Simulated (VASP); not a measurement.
**CuI: single point with PBEsol**

CuI:

```xyz
2
Lattice="0.0000 3.0315 3.0315 3.0315 0.0000 3.0315 3.0315 3.0315 0.0000" Properties=species:S:1:pos:R:3 pbc="T T T"
I     0.0000    0.0000    0.0000
Cu    1.5157    1.5157    1.5157
```

* Program: VASP 6.6.1
* Task: single point
* Functional: PBEsol
* Potentials or basis: VASP PAW PBE potentials, release 64 (I, Cu)
* Cutoff: 600 eV
* k mesh: 8 × 8 × 8
* Occupations: fermi-dirac, width 0.1 eV
* Spin: no spin polarisation

```
Pressure               : -2.2 GPa
Band gap on the k mesh : 1.03 eV
```

Levels at points of the mesh, in eV from the valence-band top:
```
           k point  band 6  band 7  band 8  band 9  band 10  band 11  band 12  band 13
(0.00, 0.00, 0.00)   -1.87    0.00    0.00    0.00     1.03     4.83     4.83     4.83
(0.50, 0.00, 0.00)   -1.85   -1.80   -0.72   -0.72     2.08     5.36     5.36     7.25
(0.50, 0.50, 0.00)   -1.82   -1.79   -1.52   -1.52     2.61     2.85     9.08     9.71
```

It took 57 s on 1 thread of Intel Xeon 8259CL (shared host), peak memory 0.22 GiB.

Caveat: the PAW data sets were made with another functional, which shifts forces and pressure a little; spin-orbit coupling is left out, which moves the levels of the heavy elements.
